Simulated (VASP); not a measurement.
**Sn: single point with LDA**

Crystal: Sn.

```xyz
2
Lattice="-2.9401 2.9401 1.5993 2.9401 -2.9401 1.5993 2.9401 2.9401 -1.5993" Properties=species:S:1:pos:R:3 pbc="T T T"
Sn    0.0000    2.9401    0.7997
Sn    0.0000    0.0000    0.0000
```

```yaml
Program: VASP 6.6.1
Task: single point
Functional: LDA
Potentials_or_basis: VASP PAW LDA potentials, release 64 (Sn_d)
Cutoff: 520 eV
k_mesh: 18 × 18 × 18
Occupations: gaussian, width 0.15 eV
Spin: no spin polarisation
```

* Pressure: -2.9 GPa
* Band gap on the k mesh: zero (band 14 reaches 9.00 eV, above the bottom of band 15 at 4.76 eV)

Levels at points of the mesh, in eV from the Fermi level:
```csv
k point,band 11,band 12,band 13,band 14,band 15,band 16,band 17,band 18
"(0.00, 0.00, 0.00)",-11.00,-3.79,-1.91,-1.91,3.11,6.07,6.07,6.68
"(0.50, 0.00, 0.00)",-6.91,-5.34,-2.35,-1.64,-1.08,2.34,2.78,4.58
"(0.50, 0.50, 0.00)",-8.80,-8.80,0.61,0.61,1.53,1.53,5.92,5.92
"(0.50, 0.50, 0.50)",-7.54,-7.54,-4.66,-4.66,5.00,5.00,9.08,9.08
```

Run time: 2.8 min on 1 thread of Intel(R) Xeon(R) 6975P-C (Granite Rapids), with other jobs on the host, peak memory 0.51 GiB.

Caveat: spin-orbit coupling is left out, which moves the levels of the heavy elements.
